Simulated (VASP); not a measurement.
# GaN (P6_3mc) in VASP: single point with PBE

Aim: the single point of GaN with PBE.

Everything below comes from runs of VASP 6.6.1. Logs are shortened: lines on timing, memory, paths and dates and some standing lists are left out, and cuts for length are marked.

### Step 1. The cell of the first run

The structure is hexagonal, space group P6_3mc (No. 186). The conventional cell has a = 3.315 Å, b = 3.315 Å, c = 5.400 Å, α = 90.00°, β = 90.00°, γ = 120.00°. Ga (site symmetry 3m) has 4 N at 2.03 Å within 2.7 Å. N (site symmetry 3m) has 4 Ga at 2.03 Å within 2.7 Å.

### Step 2. Single point, PBE (strain +0.030 along x and y, +0.030 along z)

INCAR reads:

```
SYSTEM = GaN
ALGO = Normal ; EDIFF = 1E-6
ENCUT = 520 ; GGA = PE
ISIF = 2 ; ISMEAR = 0
LASPH = .TRUE. ; LCHARG = .FALSE.
LREAL = .FALSE. ; LWAVE = .FALSE.
NBANDS = 26 ; NELM = 100
PREC = Accurate ; SIGMA = 0.05
```

KPOINTS reads:

```
k-points
0
G
  12 12 6
  0 0 0
```

POSCAR reads:

```
GaN
1.0
    3.3149817792      0.0000000000      0.0000000000
   -1.6574908896      2.8708584339      0.0000000000
    0.0000000000      0.0000000000      5.4003213440
Ga N
2 2
Direct
    0.3333333333      0.6666666667      0.9991316867
    0.6666666667      0.3333333333      0.4991316867
    0.3333333333      0.6666666667      0.3758683133
    0.6666666667      0.3333333333      0.8758683133
```

Potentials or basis: VASP PAW PBE potentials, release 64 (Ga_d, N).

Command:

```bash
$ cat potpaw_PBE.64/Ga_d/POTCAR potpaw_PBE.64/N/POTCAR > POTCAR
$ mpirun -np 1 vasp_std > vasp.out
```

OUTCAR:

```text
SYSTEM = GaN
   EDIFF = 1E-6
   ENCUT = 520
   GGA = PE
   ISIF = 2
   ISMEAR = 0
   LASPH = .TRUE.
   LREAL = .FALSE.
   NELM = 100
   PREC = Accurate

 ion  position               nearest neighbor table
   1  0.333  0.667  0.999-   4 2.03   4 2.03   4 2.03   3 2.03
   2  0.667  0.333  0.499-   3 2.03   3 2.03   3 2.03   4 2.03
   3  0.333  0.667  0.376-   2 2.03   2 2.03   2 2.03   1 2.03
   4  0.667  0.333  0.876-   1 2.03   1 2.03   1 2.03   2 2.03

  LATTYP: Found a hexagonal cell.
 ALAT       =     3.3149817792
 C/A-ratio  =     1.6290651665

  Lattice vectors:

 A1 = (   3.3149817792,   0.0000000000,   0.0000000000)
 A2 = (  -1.6574908896,   2.8708584339,   0.0000000000)
 A3 = (   0.0000000000,   0.0000000000,   5.4003213440)

Analysis of symmetry for initial positions (statically):
=====================================================================
 Subroutine PRICEL returns:
 Original cell was already a primitive cell.

 Routine SETGRP: Setting up the symmetry group for a
 hexagonal supercell.

 Subroutine GETGRP returns: Found 12 space group operations
 (whereof  6 operations were pure point group operations)
 out of a pool of 24 trial point group operations.

The static configuration has the point symmetry C_3v.
 The point group associated with its full space group is C_6v.

Analysis of symmetry for dynamics (positions and initial velocities):
=====================================================================
 Subroutine PRICEL returns:
 Original cell was already a primitive cell.

 Routine SETGRP: Setting up the symmetry group for a
 hexagonal supercell.

 Subroutine GETGRP returns: Found 12 space group operations
 (whereof  6 operations were pure point group operations)
 out of a pool of 24 trial point group operations.

The dynamic configuration has the point symmetry C_3v.
 The point group associated with its full space group is C_6v.

 Subroutine INISYM returns: Found 12 space group operations
 (whereof  6 operations are pure point group operations),
 and found     1 'primitive' translations

----------------------------------------------------------------------------------------

                                     Primitive cell

  volume of cell :      51.3940

  direct lattice vectors                    reciprocal lattice vectors
     3.314981779  0.000000000  0.000000000     0.301660783  0.174163934  0.000000000
    -1.657490890  2.870858434  0.000000000     0.000000000  0.348327869  0.000000000
     0.000000000  0.000000000  5.400321344     0.000000000  0.000000000  0.185174166

  length of vectors
     3.314981779  3.314981779  5.400321344     0.348327869  0.348327869  0.185174166

  position of ions in fractional coordinates (direct lattice)
     0.333333333  0.666666667  0.999131687
     0.666666667  0.333333333  0.499131687
     0.333333333  0.666666667  0.375868313
     0.666666667  0.333333333  0.875868313

  ion indices of the primitive-cell ions
   primitive index   ion index
                 1           1
                 2           2
                 3           3
                 4           4

----------------------------------------------------------------------------------------

 KPOINTS: k-points

Automatic generation of k-mesh.
 Grid dimensions read from file:
 generate k-points for:   12   12    6

 Generating k-lattice:

  Cartesian coordinates                     Fractional coordinates (reciprocal lattice)
     0.025138399  0.014513661  0.000000000     0.083333333  0.000000000  0.000000000
     0.000000000  0.029027322  0.000000000     0.000000000  0.083333333  0.000000000
     0.000000000  0.000000000  0.030862361     0.000000000  0.000000000  0.166666667

  Length of vectors
     0.029027322  0.029027322  0.030862361

  Shift w.r.t. Gamma in fractional coordinates (k-lattice)
     0.000000000  0.000000000  0.000000000

 Subroutine IBZKPT returns following result:
 ===========================================

 Found     76 irreducible k-points:

 Following reciprocal coordinates:
            Coordinates               Weight
  0.000000  0.000000  0.000000      1.000000
  0.083333  0.000000  0.000000      6.000000
  0.166667  0.000000  0.000000      6.000000
  0.250000 -0.000000  0.000000      6.000000
  0.333333 -0.000000  0.000000      6.000000
  0.416667 -0.000000  0.000000      6.000000
[... 16 lines left out ...]
  0.250000 -0.000000  0.166667     12.000000
  0.333333 -0.000000  0.166667     12.000000
 [... further k-points ...]
   k-points           NKPTS =     76   k-points in BZ     NKDIM =     76   number of bands    NBANDS=     26
   number of dos      NEDOS =    301   number of ions     NIONS =      4
   total plane-waves  NPLWV =  31360
   dimension x,y,z NGX =    28 NGY =   28 NGZ =   40
   dimension x,y,z NGXF=    56 NGYF=   56 NGZF=   80
   ions per type =               2   2
   NGX,Y,Z   is equivalent  to a cutoff of  14.04, 14.04, 12.31 a.u.
   NGXF,Y,Z  is equivalent  to a cutoff of  28.08, 28.08, 24.63 a.u.
 SYSTEM =  GaN
   PREC   = accura    normal or accurate (medium, high low for compatibility)
   ISTART =      0    job   : 0-new  1-cont  2-samecut
   ICHARG =      2    charge: 1-file 2-atom 10-const
   ISPIN  =      1    spin polarized calculation?
   LNONCOLLINEAR =      F non collinear calculations
   LSORBIT =      F    spin-orbit coupling
   LASPH  =      T    aspherical Exc in radial PAW
   ENCUT  =  520.0 eV  38.22 Ry    6.18 a.u.   6.16  6.16 10.04*2*pi/ulx,y,z
   NELM   =    100;   NELMIN=  2; NELMDL= -5     # of ELM steps
   EDIFF  = 0.1E-05   stopping-criterion for ELM
   LREAL  =      F    real-space projection
   EDIFFG = 0.1E-04   stopping-criterion for IOM
   NSW    =      0    number of steps for IOM
   IBRION =     -1    ionic relax: 0-MD 1-quasi-New 2-CG
   NFREE  =      0    steps in history (QN), initial steepest desc. (CG)
   ISIF   =      2    stress and relaxation
   ISYM   =      2    0-nonsym 1-usesym 2-fastsym
   POTIM  = 0.5000    time-step for ionic-motion
   TEBEG  =    0.0;   TEEND  =   0.0 temperature during run
   PSTRESS=    0.0 pullay stress
   NELECT =      36.0000    total number of electrons
   NUPDOWN=      -1.0000    fix difference up-down
   EMIN   =  10.00;   EMAX   =-10.00  energy-range for DOS
   EFERMI =   0.00;   METHOD = LEGACY
   ISMEAR =     0;   SIGMA  =   0.05  broadening in eV -4-tet -1-fermi 0-gaus
   EFERMI_NEDOS =   21; number of points for ismear=-14 and -15
   IALGO  =     38    algorithm
   IMIX   =      4    mixing-type and parameters
     AMIX     =   0.40;   BMIX     =  1.00
     AMIX_MAG =   1.60;   BMIX_MAG =  1.00
  volume/ion in A,a.u.               =      12.85        86.71
  Fermi-wavevector in a.u.,A,eV,Ry     =   1.453912  2.747496 28.760817  2.113860
  Thomas-Fermi vector in A             =   2.571124
   LORBIT       =      0    0 simple, 1 ext, 2 COOP (PROOUT), +10 PAW based schemes
   GGA     = PE    functional components
   LHFCALC =     F    Hartree Fock is set to
   AEXX    =    0.0000 exact exchange contribution
   IVDW    =     0    specifies the selected vdW correction
   LEPSILON=     F    determine dielectric tensor
   LRPA    =     F    only Hartree local field effects (RPA)
 non-spin polarized calculation
 Gauss-broadening in eV      SIGMA  =   0.05
  energy-cutoff  :      520.00
  volume of cell :       51.39
 maximum number of plane-waves:      1404
 NGX is ok and might be reduce to    28
   NGX = 13   NGY = 13   NGZ = 21

 number of electron      36.0000007 magnetization

 Free energy of the ion-electron system (eV)
  ---------------------------------------------------
  ext. energy  EPLUGINS =         0.00000000
  ---------------------------------------------------
  free energy    TOTEN  =       -24.14919796 eV

  energy without entropy =      -24.14919796  energy(sigma->0) =      -24.14919796

 E-fermi :   4.3439     XC(G=0): -11.0534

 val. band max:        4.1194464915   @ k =   0.0000   0.0000   0.0000
 cond. band min:       5.2453669058   @ k =   0.0000   0.0000   0.0000
 fundamental gap:      1.1259204143
 Fermi energy:         4.3438830594

 k-point     1 :       0.0000    0.0000    0.0000
  band No.  band energies     occupation
      1     -10.9238      2.00000
      2     -10.4063      2.00000
      3      -9.2842      2.00000
      4      -9.2721      2.00000
      5      -9.2721      2.00000
      6      -9.2305      2.00000
[... 18 lines left out ...]
     25      14.9514      0.00000
     26      14.9514      0.00000

 k-point     2 :       0.0833    0.0000    0.0000
  band No.  band energies     occupation
      1     -10.8735      2.00000
      2     -10.3968      2.00000
      3      -9.2791      2.00000
      4      -9.2650      2.00000
      5      -9.2439      2.00000
      6      -9.2243      2.00000
[... 18 lines left out ...]
     25      14.6221      0.00000
     26      15.0846      0.00000

 k-point     3 :       0.1667    0.0000    0.0000
  band No.  band energies     occupation
      1     -10.7438      2.00000
      2     -10.3745      2.00000
      3      -9.2619      2.00000
      4      -9.2479      2.00000
      5      -9.2093      2.00000
      6      -9.1949      2.00000
[... 18 lines left out ...]
     25      14.6234      0.00000
     26      15.4089      0.00000

 k-point     4 :       0.2500   -0.0000    0.0000
  band No.  band energies     occupation
      1     -10.5924      2.00000
      2     -10.3519      2.00000
      3      -9.2440      2.00000
      4      -9.2311      2.00000
      5      -9.1810      2.00000
      6      -9.1598      2.00000
[... 18 lines left out ...]
     25      14.8288      0.00000
     26      15.8384      0.00000
[... 496 lines left out ...]
      1     -10.6959      2.00000
      2     -10.3788      2.00000
      3      -9.2588      2.00000
      4      -9.2456      2.00000
      5      -9.2140      2.00000
      6      -9.1995      2.00000
[... 18 lines left out ...]
     25      14.2740      0.00000
     26      15.2359      0.00000

 k-point    23 :       0.2500   -0.0000    0.1667
  band No.  band energies     occupation
      1     -10.5578      2.00000
      2     -10.3526      2.00000
      3      -9.2437      2.00000
      4      -9.2266      2.00000
      5      -9.1899      2.00000
      6      -9.1647      2.00000
[... 18 lines left out ...]
     25      14.4436      0.00000
     26      15.6943      0.00000

 k-point    24 :       0.3333   -0.0000    0.1667
  band No.  band energies     occupation
      1     -10.4565      2.00000
      2     -10.3351      2.00000
      3      -9.2358      2.00000
      4      -9.2160      2.00000
      5      -9.1709      2.00000
      6      -9.1317      2.00000
[... 18 lines left out ...]
     25      14.7317      0.00000
     26      16.2214      0.00000

 [... further k-points ...]

------------------------ aborting loop because EDIFF is reached ----------------------------------------

  FORCE on cell =-STRESS in cart. coord.  units (eV):
  Direction    XX          YY          ZZ          XY          YZ          ZX
  --------------------------------------------------------------------------------------
  -------------------------------------------------------------------------------------
  Total       -3.9405820     -3.9405820     -3.8957574     -0.0000000      0.0000000      0.0000000
  in kB     -122.8452654   -122.8452654   -121.4478858     -0.0000000      0.0000000      0.0000000
  external PRESSURE =    -122.3794722 kB  Pullay stress =       0.0000000 kB

 VOLUME and BASIS-vectors are now :
 -----------------------------------------------------------------------------
  energy-cutoff  :      520.00
  volume of cell :       51.39
      direct lattice vectors                 reciprocal lattice vectors
     3.314981779  0.000000000  0.000000000     0.301660783  0.174163934  0.000000000
    -1.657490890  2.870858434  0.000000000     0.000000000  0.348327869  0.000000000
     0.000000000  0.000000000  5.400321344     0.000000000  0.000000000  0.185174166

 POSITION                                       TOTAL-FORCE (eV/Angst)
 -----------------------------------------------------------------------------------
     -0.00000      1.91391      5.39563         0.000000      0.000000     -0.012153
      1.65749      0.95695      2.69547        -0.000000     -0.000000     -0.012153
     -0.00000      1.91391      2.02981         0.000000      0.000000      0.012153
      1.65749      0.95695      4.72997        -0.000000     -0.000000      0.012153
 -----------------------------------------------------------------------------------
    total drift:                               -0.000000     -0.000000      0.001321

  FREE ENERGIE OF THE ION-ELECTRON SYSTEM (eV)
  ---------------------------------------------------
  free  energy   TOTEN  =       -24.1491979584 eV

  energy  without entropy=      -24.1491979584  energy(sigma->0) =      -24.14919796
```

It took 3.3 min on 1 thread of Intel Xeon 8259CL, shared host; peak memory 0.23 GiB.

Results:

```
Free energy            : -24.1492 eV
Pressure               : -12.2 GPa
Largest force          : 0.012 eV/Å
Band gap on the k mesh : 1.13 eV
```

Forces in eV/Å, atoms in the order of the input:
```
Ga   0.000  0.000 -0.012
Ga   0.000  0.000 -0.012
N    0.000  0.000  0.012
N    0.000  0.000  0.012
```

Caveat: the cell differs from its parent crystal (strain +0.030 along x and y, +0.030 along z); the cell stands under tension.
